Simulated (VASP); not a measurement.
Input of a VASP 6.6.1 run:

Contents of INCAR:

```
SYSTEM = Ag
PREC = Accurate
ENCUT = 520
EDIFF = 1E-6
ISMEAR = -1
SIGMA = 0.15
LREAL = .False.
LASPH = .True.
NELM = 150
ALGO = Normal
ISIF = 2
LWAVE = .False.
LCHARG = .False.
MAGMOM = 0 0 0
LORBIT = 11
LSORBIT = .True.
GGA_COMPAT = .False.
LORBMOM = .True.
LMAXMIX = 4
GGA = PE
NBANDS = 22
```

The input KPOINTS:

```
Automatic mesh
0
Gamma
  4 4 4
  0 0 0
```

Contents of POSCAR:

```
Ag
1.0
    0.0000000000      2.0724000000      2.0724000000
    2.0724000000      0.0000000000      2.0724000000
    2.0724000000      2.0724000000      0.0000000000
Ag
1
Direct
    0.0000000000      0.0000000000      0.0000000000
```

Potentials or basis: VASP PAW PBE potentials, release 64 (Ag).

The run is started by

```console
$ cat potpaw_PBE.64/Ag/POTCAR > POTCAR
$ mpirun -np 1 vasp_ncl > vasp.out
```

Question: Estimate the net moment.

Answer: 0.00 μB per cell.

Question: What does it give for the pressure?

Answer: 0.7 GPa.

Moments on the atoms (μB; x, y, z):
```
Ag  0.00 0.00 0.00
```

Caveat: the k points lie up to 0.66 Å⁻¹ apart.
